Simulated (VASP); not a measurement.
Runs of VASP 6.6.1 on TaN (WC type). The structure is that of space group P-6m2 (No. 187), or close to it. The cells are those of the table. 

| task | potentials or basis | cell | cutoff (eV) | second run | gap on the mesh (eV) | pressure (GPa) |
| --- | --- | --- | --- | --- | --- | --- |
| single point | VASP PAW PBE potentials, release 64 (Ta_sv_GW, N) | a = 2.703, b = 2.703, c = 2.698 Å, angles 90.0, 90.0, 120.0°, 2 atoms | 600 | valence_matched | none | 141.2 |
| single point | VASP PAW PBE potentials, release 64 (Ta_pv, N) | a = 2.702, b = 2.702, c = 2.696 Å, angles 90.0, 90.0, 120.0°, 2 atoms | 520 | - | none | 144.3 |
| relaxation of cell and atoms | VASP PAW PBE potentials, release 64 (Ta_pv, N) | relaxed to 140 GPa from a = 2.703, b = 2.703, c = 2.698 Å, angles 90.0, 90.0, 120.0°, 2 atoms | 600 | - | none | 140.0 |
| relaxation of cell and atoms | VASP PAW PBE potentials, release 64 (Ta_pv, N) | relaxed to 140 GPa from a = 2.705, b = 2.705, c = 2.651 Å, angles 90.0, 90.0, 120.0°, 2 atoms | 600 | - | none | 140.0 |
| single point | VASP PAW PBE potentials, release 64 (Ta_pv, N) | a = 2.703, b = 2.703, c = 2.698 Å, angles 90.0, 90.0, 120.0°, 2 atoms | 520 | - | none | (a) |

Alike in all rows: level PBE; no spin polarisation; k mesh 17 × 17 × 15; smearing fermi-dirac 0.05 eV.

Q: Fill in the values left out.

A: (a) 142.8.

Caveats: spin-orbit coupling is left out, which moves the levels of the heavy elements; the cell is relaxed towards a set pressure, so the enthalpy falls and the energy may rise (some runs).

A k mesh can miss the band edges, and the runs leave out spin-orbit coupling on Ta.

A gap of «none» marks levels without a gap at the run's occupations.

The runs don't all hold the same shells in valence.
